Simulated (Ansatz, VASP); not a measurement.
## AlB2P3 in VASP and in Ansatz

Contents of INCAR:

```
  PREC = Accurate
  ENCUT = 600
  EDIFF = 1E-6
  ISMEAR = 0
  SIGMA = 0.1
  LREAL = F
  LASPH = T
  NELM = 80
  ALGO = Normal
  ISIF = 3
  LWAVE = F
  LCHARG = F
  GGA = PE
  IBRION = 2
  NSW = 90
  EDIFFG = -0.04
```

The input KPOINTS:

```
regular mesh
0
Gamma
  3 3 4
```

Contents of POSCAR:

```
AlB2P3
1.0
    6.0563567000      0.0000000000      0.0000000000
   -3.0281783500      5.2449587600      0.0000000000
    0.0000000000      0.0000000000      5.7393133400
Al B P
2 4 6
Direct
    0.6666666700      0.3333333300      0.0000690000
    0.3333333300      0.6666666700      0.0000690000
    0.0000000000      0.0000000000      0.0000690000
    0.3333333300      0.0000000000      0.5000690000
    0.0000000000      0.3333333300      0.5000690000
    0.6666666700      0.6666666700      0.5000690000
    0.0000000000      0.0000000000      0.3749310100
    0.6666666700      0.3333333300      0.3749310100
    0.3333333300      0.6666666700      0.3749310100
    0.3333333300      0.0000000000      0.8749310100
    0.0000000000      0.3333333300      0.8749310100
    0.6666666700      0.6666666700      0.8749310100
```

Input for Ansatz:

```yaml
crystal:
  lattice:
    - [6.0563567, 0.0, 0.0]
    - [-3.02817835, 5.24495876, 0.0]
    - [0.0, 0.0, 5.73931334]
  atoms:
    - { symbol: Al, position: [0.66666667, 0.33333333, 6.9e-05] }
    - { symbol: Al, position: [0.33333333, 0.66666667, 6.9e-05] }
    - { symbol: B, position: [0.0, 0.0, 6.9e-05] }
    - { symbol: B, position: [0.33333333, 0.0, 0.500069] }
    - { symbol: B, position: [0.0, 0.33333333, 0.500069] }
    - { symbol: B, position: [0.66666667, 0.66666667, 0.500069] }
    - { symbol: P, position: [0.0, 0.0, 0.37493101] }
    - { symbol: P, position: [0.66666667, 0.33333333, 0.37493101] }
    - { symbol: P, position: [0.33333333, 0.66666667, 0.37493101] }
    - { symbol: P, position: [0.33333333, 0.0, 0.87493101] }
    - { symbol: P, position: [0.0, 0.33333333, 0.87493101] }
    - { symbol: P, position: [0.66666667, 0.66666667, 0.87493101] }
basis:
  ecutwfc: 420
kpoints:
  mp_grid: { grid: [3, 3, 4] }
hamiltonian:
  xc: pbe
scf:
  occupations: { method: gaussian, width: 0.1 }
  lower_state_search: "off"
output:
  forces: true
  stress: true
  eigenvalues: true
relax:
  adjacent_minimum: "off"
  f_tol: 0.04
  max_steps: 70
  cell: { stress_tol: 0.4 }
```

Alike in both runs: task relaxation of cell and atoms; functional PBE; k mesh 3 × 3 × 4; occupations gaussian, width 0.1 eV; no spin polarisation.

|  | VASP | Ansatz |
| --- | --- | --- |
| version | VASP 6.6.1 | Ansatz 0.2.0 |
| potentials or method | VASP PAW PBE potentials, release 64 (Al, B, P), cutoff 600 eV | scalar-relativistic, plane waves, PAW |
| valence electrons in the cell | 48 | 48 |

```csv
,VASP,Ansatz,Ansatz less VASP
"gap on the k mesh at the Fermi level, each at its own relaxed structure (eV)",0.98,0.97,-0.001
relaxed volume (Å³/atom),14.59,14.62,+0.029
relaxed cell length with the largest relative difference (Å),5.722,5.726,+0.0040
```
